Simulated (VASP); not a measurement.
A run of VASP 6.6.1:

The input INCAR:

```
SYSTEM = Sn
PREC = Accurate
ENCUT = 520
EDIFF = 1E-6
ISMEAR = 0
SIGMA = 0.1
LREAL = .FALSE.
LASPH = .TRUE.
NELM = 60
ALGO = Fast
ISIF = 2
LWAVE = .FALSE.
LCHARG = .FALSE.
GGA = PS
NBANDS = 21
```

KPOINTS

```
regular mesh
0
G
  16 16 16
  0 0 0
```

POSCAR

```
Sn
1.0
   -2.7901274046      2.7901274046      1.5025920922
    2.7901274046     -2.7901274046      1.5025920922
    2.7901274046      2.7901274046     -1.5025920922
Sn
2
Direct
    0.0000000000      0.0000000000      0.0000000000
    0.7500000000      0.2500000000      0.5000000000
```

Potentials or basis: VASP PAW PBE potentials, release 64 (Sn_d).

Command:

```sh
$ cat potpaw_PBE.64/Sn_d/POTCAR > POTCAR
$ mpirun -np 1 vasp_std > vasp.out
```

Hardware: 1 thread of Intel(R) Xeon(R) Platinum 8488C (Sapphire Rapids), with other jobs on the host.

Problem. How long does it take, and how much memory?

Solution. Wall time 3.6 min on 1 thread of Intel(R) Xeon(R) Platinum 8488C (Sapphire Rapids) (shared host), peak memory 0.38 GiB. Counts: scf iterations 13, k points 349.
